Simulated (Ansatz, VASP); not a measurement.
# One calculation of CrSiB3, two programs

INCAR

```
  ALGO = Normal
  EDIFF = 1E-7
  EDIFFG = -0.04
  ENCUT = 600
  GGA = PE
  IBRION = 2
  ISIF = 3
  ISMEAR = 0
  ISPIN = 2
  LASPH = T
  LCHARG = F
  LMAXMIX = 4
  LORBIT = 11
  LREAL = F
  LWAVE = F
  MAGMOM = 3 0 0 0 0
  NELM = 150
  NSW = 90
  PREC = Accurate
  SIGMA = 0.1
```

KPOINTS

```
k-points
0
Gamma
  6 6 6
```

File POSCAR:

```
CrSiB3
1.0
    3.7305706200      0.0000000000      0.0000000000
    0.0000000000      3.7305706200      0.0000000000
    0.0000000000      0.0000000000      3.7305706200
Cr Si B
1 1 3
Direct
    0.5000000000      0.5000000000      0.5000000000
    0.0000000000      0.0000000000      0.0000000000
    0.5000000000      0.0000000000      0.0000000000
    0.0000000000      0.5000000000      0.0000000000
    0.0000000000      0.0000000000      0.5000000000
```

Input for Ansatz:

```yaml
crystal:
  lattice:
    - [3.73057062, 0.0, 0.0]
    - [0.0, 3.73057062, 0.0]
    - [0.0, 0.0, 3.73057062]
  atoms:
    - { symbol: Cr, position: [0.5, 0.5, 0.5], spin: 3.0 }
    - { symbol: Si, position: [0.0, 0.0, 0.0] }
    - { symbol: B, position: [0.5, 0.0, 0.0] }
    - { symbol: B, position: [0.0, 0.5, 0.0] }
    - { symbol: B, position: [0.0, 0.0, 0.5] }
basis:
  ecutwfc: 420
kpoints:
  mp_grid: { grid: [6, 6, 6] }
hamiltonian:
  xc: pbe
scf:
  occupations: { method: gaussian, width: 0.1 }
  lower_state_search: "off"
output:
  forces: true
  stress: true
  eigenvalues: true
  populations: true
magnetization:
  spin_polarized: true
relax:
  adjacent_minimum: "off"
  f_tol: 0.04
  max_steps: 70
  cell: { stress_tol: 0.4 }
```

Alike in both runs: task relaxation of cell and atoms; functional PBE; k mesh 6 × 6 × 6; occupations gaussian, width 0.1 eV; collinear spin.

```csv
,VASP,Ansatz
version,VASP 6.6.1,Ansatz 0.2.0
potentials or method,"VASP PAW PBE potentials, release 64 (Cr_pv, Si, B), cutoff 600 eV","scalar-relativistic, plane waves, PAW"
valence electrons in the cell,25,27
```

|  | VASP | Ansatz | Ansatz less VASP |
| --- | --- | --- | --- |
| gap on the k mesh at the Fermi level, each at its own relaxed structure (eV) | none | none | - |
| net moment per atom (μB) | 0.09 | 0.71 | +0.623 |
| size of the moment on the site where the two differ most (μB) | 0.46 | 3.47 | +3.004 |
| relaxed volume (Å³/atom) | 11.54 | 12.09 | +0.557 |
| relaxed cell length with the largest relative difference (Å) | 3.864 | 3.925 | +0.0612 |

The net moments are unlike, so the other rows may belong to different states. Site moments also hang on the region over which each program counts them. A gap of «none» marks a metal or a gap that the smearing closes. VASP's potentials hold 25 valence electrons a cell and Ansatz's 27, so a difference there can come from the potentials and not from the codes.
